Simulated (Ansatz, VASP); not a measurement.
**Ba2BiSb2: VASP beside Ansatz**

File INCAR:

```
SYSTEM = Ba2BiSb2
PREC = Accurate
ENCUT = 520
EDIFF = 1E-6
ISMEAR = -1
SIGMA = 0.1
LREAL = .False.
LASPH = .True.
NELM = 80
ALGO = Normal
ISIF = 2
LWAVE = .False.
LCHARG = .False.
GGA = PE
NBANDS = 30
```

KPOINTS

```
Automatic mesh
0
Gamma
  8 8 8
  0 0 0
```

Contents of POSCAR:

```
Ba2BiSb2
1.0
   -2.3911990000      3.8277310000      4.9291780000
    4.7823980000      0.0000000000      0.0000000000
    2.3911990000      3.8277310000     -4.9291780000
Bi Ba Sb
1 2 2
Direct
    0.0000000000      0.0000000000      0.0000000000
    0.7202100000      0.2202100000      0.2797900000
    0.2797900000      0.7797900000      0.7202100000
    0.7016000000      0.5000000000      0.7016000000
    0.2984000000      0.5000000000      0.2984000000
```

Input for Ansatz:

```yaml
crystal:
  lattice:
    - [-2.391199, 3.827731, 4.929178]
    - [4.782398, 0.0, 0.0]
    - [2.391199, 3.827731, -4.929178]
  atoms:
    - { symbol: Bi, position: [0.0, 0.0, 0.0] }
    - { symbol: Ba, position: [0.72021, 0.22021, 0.27979] }
    - { symbol: Ba, position: [0.27979, 0.77979, 0.72021] }
    - { symbol: Sb, position: [0.7016, 0.5, 0.7016] }
    - { symbol: Sb, position: [0.2984, 0.5, 0.2984] }
  symmetry: { tolerance: 0.0003 }
kpoints:
  mp_grid: { grid: [8, 8, 8], shift: [0, 0, 0] }
  band_path:
    path:
      - [0.0, 0.0, 0.0]
      - [0.5, 0.0, -0.5]
      - [0.3088332, 0.38233361, -0.3088332]
      - [-0.3088332, 0.61766639, 0.3088332]
      - [0.0, 0.0, 0.0]
      - [0.40075573, 0.0, 0.40075573]
      - [0.59924427, 0.0, -0.40075573]
      - [0.5, 0.0, -0.5]
      - [0.0, 0.0, 0.0]
      - [0.0, 0.5, 0.0]
      - [0.25, 0.5, 0.25]
    npoints: 6
magnetization:
  spin_polarized: false
scf:
  occupations: { method: fermi_dirac }
  lower_state_search: "off"
  max_iter: 200
hamiltonian:
  pseudopotentials: { kind: paw }
  xc: pbe
basis:
  ecutwfc: 420
  fft_grid_basis: typed
output:
  forces: true
  stress: true
  eigenvalues: true
  bader: true
  populations: true
  elf: true
  write_potential: true
  volumetric_format: npy
  dos:
    e_range: [-12, 8]
    de: 0.05
    projected: { site_lists: { Ba: [Ba], Bi: [Bi], Sb: [Sb] } }
checkpoint:
  read: saved_state
```

Alike in both runs: task single point; functional PBE; k mesh 8 × 8 × 8; no spin polarisation.

```csv
,VASP,Ansatz
version,VASP 6.6.1,Ansatz 0.2.0
potentials or method,"VASP PAW PBE potentials, release 64 (Bi_d, Ba_sv, Sb), cutoff 520 eV",PAW plane waves
occupations,"fermi-dirac, width 0.1 eV",fermi-dirac
valence electrons in the cell,45,65
```

Ansatz gave:

| Item | Value |
| --- | --- |
| pressure (GPa) | 1.5 |
| traceless stress, the component that is largest in VASP (GPa) | 0.78 |
| rms of the force components (eV/Å) | 0.027 |

Problem. Which values does VASP return?

Solution. Pressure (GPa): 1.8; traceless stress, the component that is largest in VASP (GPa): 0.84; rms of the force components (eV/Å): 0.029.

Atom by atom the forces differ by 0.002 eV/Å (rms over components). VASP's potentials hold 45 valence electrons a cell and Ansatz's 65, so a difference there can come from the potentials and not from the codes.

Neither program's run includes spin-orbit coupling.
